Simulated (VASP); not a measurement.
**TiSi2: electric field gradients with PBE**

The system is TiSi2.

```
CELL_PARAMETERS angstrom
1.76511 -6.75928 0.00000
1.76511 6.75928 0.00000
0.00000 0.00000 3.56517
ATOMIC_POSITIONS crystal
Ti 0.89688 0.10312 0.75000
Ti 0.10312 0.89688 0.25000
Si 0.55825 0.44175 0.75000
Si 0.44175 0.55825 0.25000
Si 0.24969 0.75031 0.75000
Si 0.75031 0.24969 0.25000
```

```yaml
Program: VASP 6.6.1
Task: electric field gradients
Functional: PBE
Potentials_or_basis: VASP PAW PBE potentials, release 64 (Ti_sv, Si)
Cutoff: 520 eV
k_mesh: 10 × 10 × 9, shifted
Occupations: fermi-dirac, width 0.05 eV
Spin: no spin polarisation
Dipole_correction: no
Further_INCAR_settings: ALGO = Normal; EDIFF = 1e-08; NBANDS = 29
```

* Pressure: 1.8 GPa
* Largest force: 0.173 eV/Å
* Band gap on the k mesh: zero (band 20 reaches 10.93 eV, above the bottom of band 21 at 10.26 eV)

Forces in eV/Å, atoms in the order of the input:
```
Ti   0.000  0.001  0.000
Ti   0.000 -0.001  0.000
Si   0.000 -0.173  0.000
Si   0.000  0.173  0.000
Si   0.000  0.002  0.000
Si   0.000 -0.002  0.000
```

Stress tensor (GPa, compression positive):
```
1.67 0.00 0.00
0.00 1.65 0.00
0.00 0.00 2.12
```

Levels at points of the mesh, in eV from the Fermi level:
```tsv
k point	band 17	band 18	band 19	band 20	band 21	band 22	band 23	band 24
(0.05, 0.05, 0.06)	-2.11	-1.74	-1.70	0.32	0.47	0.86	1.05	1.40
```

Electric field gradients, principal values (V/Å²):
```
atom    least   middle  greatest (by size)
1 Ti    3.350    5.198              -8.548
2 Ti    3.350    5.198              -8.548
3 Si  -16.495  -24.585              41.080
4 Si  -16.495  -24.585              41.080
5 Si    9.801   10.319             -20.120
6 Si    9.801   10.319             -20.120
```

Run time: 20 min on 1 thread of Intel(R) Xeon(R) Platinum 8259CL CPU @ 2.50GHz (Skylake/Cascade Lake), with other jobs on the host, peak memory 0.48 GiB.

Caveat: without QUAD_EFG the Cq values of the log hold for a quadrupole moment of 1 mb, not for the nuclei.
